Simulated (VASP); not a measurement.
**AlNi: electric field gradients with PBEsol**

The system is AlNi.

```xyz
2
Lattice="2.9098 0.0000 0.0000 0.0000 2.9098 0.0000 0.0000 0.0000 2.8810" Properties=species:S:1:pos:R:3 pbc="T T T"
Al    0.0000    0.0000    0.0000
Ni    1.4549    1.4549    1.4405
```

This cell differs from its parent crystal: equal xx and yy strain of +1 %.

* Program: VASP 6.6.1
* Task: electric field gradients
* Functional: PBEsol
* Potentials or basis: VASP PAW PBE potentials, release 64 (Al, Ni)
* Cutoff: 520 eV
* k mesh: 13 × 13 × 13
* Occupations: fermi-dirac, width 0.05 eV
* Spin: collinear spin, ferromagnetic start
* Starting moments: [0.0, 1.5] μB
* Dipole correction: no
* Further INCAR settings: ALGO = Normal; EDIFF = 1e-08; NBANDS = 18

| Property | Result |
| --- | --- |
| Pressure | -6.2 GPa |
| Net moment | 0.00 μB per cell |
| Valence electrons inside the program's atomic spheres | Al 0.78; Ni 9.44 |

Stress tensor (GPa, compression positive):
```
-6.56  0.00  0.00
 0.00 -6.56  0.00
 0.00  0.00 -5.54
```

Levels at points of the mesh, in eV from the Fermi level:
Spin up:
```tsv
k point	band 3	band 4	band 5	band 6	band 7	band 8	band 9	band 10
(0.00, 0.00, 0.00)	-3.12	-1.50	-1.47	-1.47	5.31	5.31	5.67	8.06
```
Spin down:
```
           k point  band 3  band 4  band 5  band 6  band 7  band 8  band 9  band 10
(0.00, 0.00, 0.00)   -3.12   -1.50   -1.47   -1.47    5.31    5.31    5.67     8.06
```

Electric field gradients, principal values (V/Å²):
```csv
atom,least,middle,greatest (by size)
1 Al,0.230,0.230,-0.460
2 Ni,1.105,1.105,-2.211
```

Run time: 4.8 min on 1 thread of AMD EPYC 7R13, with other jobs on the host, peak memory 0.22 GiB.

Caveat: the cell differs from its parent crystal (equal xx and yy strain of +1 %); the starting moments collapsed, and a magnetic state may lie lower; without QUAD_EFG the Cq values of the log hold for a quadrupole moment of 1 mb, not for the nuclei; the PAW data sets were made with another functional, which shifts forces and pressure a little.
